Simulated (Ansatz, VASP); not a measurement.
# One calculation of Ge, two programs

File INCAR:

```
ALGO = Normal
EDIFF = 1E-6
ENCUT = 520
GGA = PS
ISIF = 2
ISMEAR = 0
LASPH = T
LCHARG = T
LELF = T
LREAL = F
LVHAR = T
LWAVE = F
NBANDS = 13
NELM = 60
PREC = Accurate
SIGMA = 0.15
```

KPOINTS

```
k-points
0
Gamma
  20 20 18
```

POSCAR

```
Ge
1.0
    1.3272915500     -2.4704902000      0.0000000000
    1.3272915500      2.4704902000      0.0000000000
    0.0000000000      0.0000000000      2.5633194500
Ge
1
Direct
    0.5000000000      0.5000000000      0.0000000000
```

Input for Ansatz:

```yaml
crystal:
  lattice:
    - [1.32729155, -2.4704902, 0.0]
    - [1.32729155, 2.4704902, 0.0]
    - [0.0, 0.0, 2.56331945]
  atoms:
    - { symbol: Ge, position: [0.5, 0.5, 0.0] }
basis:
  ecutwfc: 420
kpoints:
  mp_grid: { grid: [20, 20, 18] }
hamiltonian:
  xc: pbesol
scf:
  occupations: { method: gaussian, width: 0.15 }
output:
  forces: true
  stress: true
  eigenvalues: true
```

Change from the starting cell: strain -0.050 along x and y, -0.050 along z, atoms carried along.

Alike in both runs: task single point; functional PBEsol; k mesh 20 × 20 × 18; occupations gaussian, width 0.15 eV; no spin polarisation.

|  | VASP | Ansatz |
| --- | --- | --- |
| version | VASP 6.6.1 | Ansatz 0.2.0 |
| potentials or method | VASP PAW PBE potentials, release 64 (Ge_d), cutoff 520 eV | scalar-relativistic, plane waves, PAW |
| valence electrons in the cell | 14 | 14 |

VASP gave:

```
gap on the k mesh at the Fermi level (eV)                     : none
pressure (GPa)                                                : 8.7
traceless stress, the component that is largest in VASP (GPa) : 2.26
```

Task: What did Ansatz give for the same quantities?

Result: gap on the k mesh at the Fermi level (eV): none; pressure (GPa): 8.9; traceless stress, the component that is largest in VASP (GPa): 2.25.

VASP's potentials were made for PBE, not for PBEsol. A gap of «none» marks a metal or a gap that the smearing closes.
